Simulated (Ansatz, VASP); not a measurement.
## LiH in VASP and in Ansatz

```
CELL_PARAMETERS angstrom
0.00000 2.01886 2.01886
2.01886 0.00000 2.01886
2.01886 2.01886 0.00000
ATOMIC_POSITIONS crystal
Li 0.00000 0.00000 0.00000
H 0.50000 0.50000 0.50000
```

Change from the starting cell: volume scaled by 0.98, crystal datasets.

Alike in both runs: task electric field gradients; functional LDA; k mesh 11 × 11 × 11; occupations fermi-dirac, width 0.03 eV; no spin polarisation.

|  | VASP | Ansatz |
| --- | --- | --- |
| version | VASP 6.6.1 | Ansatz 0.2.0 |
| potentials or method | VASP PAW LDA potentials, release 64 (Li_sv, H), cutoff 520 eV | all-electron PAW with datasets made for the crystal, scalar-relativistic |

|  | VASP | Ansatz | Ansatz less VASP |
| --- | --- | --- | --- |
| gap on the k mesh at the Fermi level (eV) | 2.82 | 2.83 | +0.009 |

LDA's correlation is that of Perdew and Zunger in VASP and of Perdew and Wang (1992) in Ansatz. Ansatz ran all-electron here, and VASP with PAW potentials.

Noted on VASP's run: the cutoff is short for stress, so the pressure is rough.
